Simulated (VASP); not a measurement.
Input of a VASP 6.6.1 run:

INCAR

```
ALGO = Normal
EDIFF = 1E-6
ENCUT = 520
ISIF = 2
ISMEAR = 0
LASPH = True
LCHARG = False
LREAL = False
LWAVE = False
NBANDS = 11
NELM = 80
PREC = Accurate
SIGMA = 0.15
```

Contents of KPOINTS:

```
k-points
0
Gamma
  22 22 22
```

POSCAR

```
Pt
1.0
    0.0000000000      2.0219125425      1.7325768577
    2.0219125425      0.0000000000      1.7325768577
    2.0219125425      2.0219125425      0.0000000000
Pt
1
Direct
    0.0000000000      0.0000000000      0.0000000000
```

Potentials or basis: VASP PAW LDA potentials, release 64 (Pt).

Run with:

```sh
$ cat potpaw_LDA.64/Pt/POTCAR > POTCAR
$ mpirun -np 1 vasp_std > vasp.out
```

**Question.** Predict the band gap on the k mesh.

**Answer.** Zero (band 5 reaches 13.47 eV, above the bottom of band 6 at 10.45 eV).

**Question.** What does it give for the pressure?

**Answer.** 16.8 GPa.

Stress tensor (GPa, compression positive):
```
13.59  0.00  0.00
 0.00 13.59  0.00
 0.00  0.00 23.13
```

Caveat: spin-orbit coupling is left out, which moves the levels of the heavy elements.
